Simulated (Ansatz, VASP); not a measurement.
Ge: VASP beside Ansatz

The input POSCAR:

```
Ge
1.0
    0.0000000000      2.9136331000      2.8287700000
    2.9136331000      0.0000000000      2.8287700000
    2.9136331000      2.9136331000      0.0000000000
Ge
2
Direct
    0.5000000000      0.5000000000      0.5000000000
    0.7500000000      0.7500000000      0.7500000000
```

INCAR.step1

```
  ALGO = Normal
  EDIFF = 1E-4
  ENCUT = 520
  GGA = PE
  ISMEAR = 0
  LASPH = T
  LCHARG = F
  LREAL = F
  LWAVE = T
  NBANDS = 21
  NELM = 100
  PREC = Accurate
  SIGMA = 0.05
```

Contents of INCAR.step2:

```
  ALGO = Normal
  EDIFF = 1E-6
  ENCUT = 520
  ISIF = 2
  ISMEAR = 0
  ISTART = 1
  LASPH = T
  LCHARG = T
  LELF = T
  LMIXTAU = T
  LREAL = F
  LVHAR = T
  LWAVE = F
  METAGGA = R2SCAN
  NBANDS = 21
  NELM = 100
  PREC = Accurate
  SIGMA = 0.05
```

File KPOINTS:

```
k-points
0
Gamma
  10 10 10
```

Input for Ansatz:

```yaml
crystal:
  lattice:
    - [0.0, 2.9136331, 2.82877]
    - [2.9136331, 0.0, 2.82877]
    - [2.9136331, 2.9136331, 0.0]
  atoms:
    - { symbol: Ge, position: [0.5, 0.5, 0.5] }
    - { symbol: Ge, position: [0.75, 0.75, 0.75] }
basis:
  ecutwfc: 500
kpoints:
  mp_grid: { grid: [10, 10, 10] }
hamiltonian:
  xc: r2scan
scf:
  occupations: { method: gaussian, width: 0.05 }
output:
  forces: true
  stress: true
  eigenvalues: true
```

Change from the starting cell: strain +0.030 along x and y, +0.000 along z, atoms carried along.

Alike in both runs: task single point; functional r2SCAN; k mesh 10 × 10 × 10; occupations gaussian, width 0.05 eV; no spin polarisation.

```csv
,VASP,Ansatz
version,VASP 6.6.1,Ansatz 0.2.0
potentials or method,"VASP PAW PBE potentials, release 64 (Ge_d), cutoff 520 eV","scalar-relativistic, plane waves, PAW"
valence electrons in the cell,28,28
```

```tsv
	VASP	Ansatz	Ansatz less VASP
gap on the k mesh at the Fermi level (eV)	0.23	0.23	0.000
least direct gap on the mesh (eV)	0.23	0.23	0.000
pressure (GPa)	-3.1	-3.1	-0.04
traceless stress, the component that is largest in VASP (GPa)	1.44	1.45	+0.009
```

VASP's potentials were made for PBE, not for r2SCAN. The functional is the same, so the differences come from potentials, cutoffs and numerics.
